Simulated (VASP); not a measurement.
**C: single point with PBEsol**

Crystal: C.

```
C
1.0
     1.22945    0.70982    3.61395
    -1.22945    0.70982    3.61395
     0.00000   -1.41964    3.61395
C
2
Direct
  0.16664 0.16664 0.16664
  0.83336 0.83336 0.83336
```

```
Program             : VASP 6.6.1
Task                : single point
Functional          : PBEsol
Potentials or basis : VASP PAW PBE potentials, release 64 (C)
Cutoff              : 600 eV
k mesh              : 18 × 18 × 18
Occupations         : gaussian, width 0.01 eV
Spin                : no spin polarisation
```

- Pressure: 0.2 GPa

Stress tensor (GPa, compression positive):
```
 0.50  0.00  0.00
 0.00  0.50  0.00
 0.00  0.00 -0.31
```

Wall time 3.5 min on 1 thread of Intel(R) Xeon(R) Platinum 8375C CPU @ 2.90GHz (Ice Lake), with other jobs on the host, peak memory 0.25 GiB.

Caveat: this functional lacks dispersion, which binds the layers, so the pressure and a relaxed spacing across them are unreliable; the PAW data sets were made with another functional, which shifts forces and pressure a little.
